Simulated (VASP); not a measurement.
Runs of VASP 6.6.1 on B3P2. The structure is that of space group P-3m1 (No. 164), or close to it. The cells are those of the table. 

```csv
task,cell,k mesh,cutoff (eV),gap on the mesh (eV),pressure (GPa),relaxed volume (Å³/atom),largest force (eV/Å)
relaxation of cell and atoms,"relaxed from a = 3.394, b = 3.394, c = 5.281 Å, angles 90.0, 90.0, 120.0°, 5 atoms",6 × 6 × 4,600,none,-0.4,10.49,0.02
relaxation of cell and atoms,"relaxed from a = 3.106, b = 3.106, c = 6.175 Å, angles 90.0, 90.0, 120.0°, 5 atoms",12 × 12 × 6,600,none,-0.1,10.38,-
single point,"a = 3.394, b = 3.394, c = 5.281 Å, angles 90.0, 90.0, 120.0°, 5 atoms",6 × 6 × 4,520,none,(a),-,(c)
single point,"a = 3.079, b = 3.079, c = 6.325 Å, angles 90.0, 90.0, 120.0°, 5 atoms",12 × 12 × 6,520,none,-0.2,-,(b)
single point,"a = 3.079, b = 3.079, c = 6.325 Å, angles 90.0, 90.0, 120.0°, 5 atoms",12 × 12 × 4,520,none,0.0,-,0.11
```

Alike in all rows: level PBE; potentials or basis VASP PAW PBE potentials, release 64 (B, P); no spin polarisation; smearing gaussian 0.1 eV.

Fill in the values left out.

(a) -2.1; (b) 0.01; (c) 0.54.

A gap of «none» marks levels without a gap at the run's occupations.
